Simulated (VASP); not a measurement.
Write the native input for VASP 6.6.1 that does the following.

| Quantity | Value |
| --- | --- |
| Task | single point |
| Functional | PBEsol |
| Potentials or basis | VASP PAW PBE potentials, release 64 (Ir) |
| Cutoff | 520 eV |
| k mesh | 2 × 2 × 1 |
| Occupations | fermi-dirac, width 0.1 eV |
| Spin | no spin polarisation |
| Dipole correction | no |
| Further INCAR settings | LREAL = Auto; ALGO = Normal; EDIFF = 1e-07; NBANDS = 130 |

The structure of Ir lies in POSCAR:

```
Ir
1.0
    5.4305800000      0.0000000000      0.0000000000
    0.0000000000      8.1458700000      0.0000000000
    0.0000000000      0.0000000000     16.7600000000
Ir
25
Direct
    0.2500000000      0.1666667000      0.0596659000
    0.7500000000      0.1666667000      0.0596659000
    0.2500000000      0.5000000000      0.0596659000
    0.7500000000      0.5000000000      0.0596659000
    0.2500000000      0.8333333000      0.0596659000
    0.7500000000      0.8333333000      0.0596659000
   -0.0001794840     -0.0001934893      0.1687897729
    0.5001788916     -0.0001911340      0.1687725725
   -0.0001867886      0.3335507910      0.1687827148
    0.5001851386      0.3335490397      0.1687655483
    0.0019365111      0.6666815058      0.1665604241
    0.4982864522      0.6666819031      0.1665459123
    0.2501504378      0.1667333278      0.2829605216
    0.7500010345      0.1667193763      0.2837012904
    0.2501916385      0.5000260394      0.2829303514
    0.7499696646      0.4995864442      0.2836772932
    0.2501906365      0.8333651011      0.2829438409
    0.7499683978      0.8337943854      0.2836769176
    0.0000210311     -0.0057303711      0.3959863622
    0.5003065895     -0.0058298273      0.3961781218
   -0.0000291622      0.3392129486      0.3960516468
    0.5003081510      0.3392993801      0.3962540618
   -0.0006645908      0.6666609195      0.3916248406
    0.5009926514      0.6666539728      0.3917499903
    0.2498838271      0.1666079295      0.4906209695
```

One way to write it, as run:

INCAR

```
SYSTEM = Ir
  ALGO = Normal
  EDIFF = 1E-7
  ENCUT = 520
  GGA = PS
  ISIF = 2
  ISMEAR = -1
  LASPH = .True.
  LCHARG = .False.
  LREAL = Auto
  LWAVE = .False.
  NBANDS = 130
  NELM = 100
  PREC = Accurate
  SIGMA = 0.1
```

KPOINTS

```
k-points
0
Gamma
  2 2 1
  0 0 0
```

Potentials or basis: VASP PAW PBE potentials, release 64 (Ir).

Command:

```bash
$ cat potpaw_PBE.64/Ir/POTCAR > POTCAR
$ mpirun -np 1 vasp_std > vasp.out
```

It gave:

| Item | Value |
| --- | --- |
| Largest force | 0.291 eV/Å |
| Band gap on the k mesh | zero (an odd number of electrons rules out a gap without spin polarisation) |

Caveat: the k points lie up to 0.58 Å⁻¹ apart, too coarse for converged energies and pressures of a metal; the PAW data sets were made with another functional, which shifts forces and pressure a little; spin-orbit coupling is left out, which moves the levels of the heavy elements.

Run time: 15 min on 1 thread of AMD EPYC 9R45 (Zen 5), with other jobs on the host, peak memory 0.73 GiB.
